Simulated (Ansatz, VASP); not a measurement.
# Ni: VASP beside Ansatz

The input INCAR:

```
SYSTEM = Ni
ALGO     = Normal         ! electronic algorithm
EDIFF    = 1E-6           ! SCF threshold, eV
ENCUT    = 520            ! plane-wave cutoff, eV
GGA      = RE             ! functional
ISIF     = 2              ! what is computed and relaxed
ISMEAR   = -1             ! smearing method
ISPIN    = 2              ! spin polarisation
LASPH    = .TRUE.         ! aspherical terms in the spheres
LCHARG   = .FALSE.        ! write CHGCAR
LMAXMIX  = 4              ! l up to which the mixer works
LORBIT   = 11             ! projections on sites
LREAL    = .FALSE.        ! projectors in reciprocal space
LWAVE    = .FALSE.        ! write WAVECAR
MAGMOM   = 0.696 0.696 0.705 0.705 ! initial moments
NBANDS   = 32             ! bands
NELM     = 150            ! most SCF steps
PREC     = Accurate       ! precision mode
SIGMA    = 0.05           ! smearing width, eV
```

The input KPOINTS:

```
k-points
0
G
  16 16 5
  0 0 0
```

Contents of POSCAR:

```
Ni
1.0
    2.4009930957      0.0000000000      0.0000000000
   -1.2004965479      2.0793210152      0.0000000000
    0.0000000000      0.0000000000      7.8588526853
Ni
4
Direct
    1.0000000000      0.0000000000      1.0000000000
    0.0000000000      0.0000000000      0.5000000000
    0.3333333333      0.6666666667      0.2500000000
    0.6666666667      0.3333333333      0.7500000000
```

Input for Ansatz:

```yaml
crystal:
  lattice:
    - [2.4009930957, 0.0, 0.0]
    - [-1.2004965479, 2.0793210152, 0.0]
    - [0.0, 0.0, 7.8588526853]
  atoms:
    - { symbol: Ni, position: [1.0, 0.0, 1.0], spin: 0.696 }
    - { symbol: Ni, position: [0.0, 0.0, 0.5], spin: 0.696 }
    - { symbol: Ni, position: [0.3333333333, 0.6666666667, 0.25], spin: 0.705 }
    - { symbol: Ni, position: [0.6666666667, 0.3333333333, 0.75], spin: 0.705 }
hamiltonian:
  xc: revpbe
  pseudopotentials:
    kind: paw
    azcp:
      Ni: "pseudopotentials/Ni.paw.azcp"
basis:
  ecutwfc: 420
  fft_grid_basis: typed
kpoints:
  mp_grid: { grid: [16, 16, 5], shift: [0, 0, 0] }
magnetization:
  spin_polarized: true
scf:
  occupations: { method: fermi_dirac, width: 0.05 }
  lower_state_search: "off"
output:
  stress: true
```

Alike in both runs: task single point; functional revPBE; k mesh 16 × 16 × 5; occupations fermi-dirac, width 0.05 eV; collinear spin.

|  | VASP | Ansatz |
| --- | --- | --- |
| version | VASP 6.6.1 | Ansatz 0.2.0 |
| potentials or method | VASP PAW PBE potentials, release 64 (Ni), cutoff 520 eV | plane waves (420 eV) with PAW, scalar-relativistic |
| valence electrons in the cell | 40 | 72 |

|  | VASP | Ansatz | Ansatz less VASP |
| --- | --- | --- | --- |
| net moment per atom (μB) | 0.59 | 0.59 | +0.007 |
| size of the moment on the site where the two differ most (μB) | 0.60 | 0.64 | +0.041 |

VASP's potentials were made for PBE, not for revPBE. Site moments also hang on the region over which each program counts them. VASP's potentials hold 40 valence electrons a cell and Ansatz's 72, so a difference there can come from the potentials and not from the codes.
